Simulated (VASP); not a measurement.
Ti2C, 3 atoms in the cell. It takes space group R-3m (No. 166, trigonal). Conventional cell: a = 3.081 Å, b = 3.081 Å, c = 14.441 Å, α = 90.00°, β = 90.00°, γ = 120.00°. Within 2.8 Å of Ti (site symmetry 3m) lie 3 C at 2.11 Å. C (site symmetry -3m) has 6 Ti at 2.11 Å within 2.8 Å. 

- Program: VASP 6.6.1
- Task: single point
- Functional: r2SCAN
- Potentials or basis: VASP PAW PBE potentials, release 64 (Ti_sv, C)
- Cutoff: 520 eV
- k mesh: 6 × 6 × 6
- Occupations: gaussian, width 0.1 eV
- Spin: no spin polarisation
- Dipole correction: no
- Further INCAR settings: ALGO = Normal; EDIFF = 1e-06; NBANDS = 21

Potentials or basis: VASP PAW PBE potentials, release 64 (Ti_sv, C).

The run is started by

```console
$ cat potpaw_PBE.64/Ti_sv/POTCAR potpaw_PBE.64/C/POTCAR > POTCAR
$ cp INCAR.step1 INCAR
$ mpirun -np 1 vasp_std > vasp.out
$ cp INCAR.step2 INCAR
$ mpirun -np 1 vasp_std > vasp.out
```

Hardware: 1 thread of Intel(R) Xeon(R) Platinum 8488C (Sapphire Rapids), with other jobs on the host.

Q: How long does it take, and how much memory?

A: It took 4.5 min on 1 thread of Intel(R) Xeon(R) Platinum 8488C (Sapphire Rapids) (shared host), peak memory 0.26 GiB. Counts: k points 32.
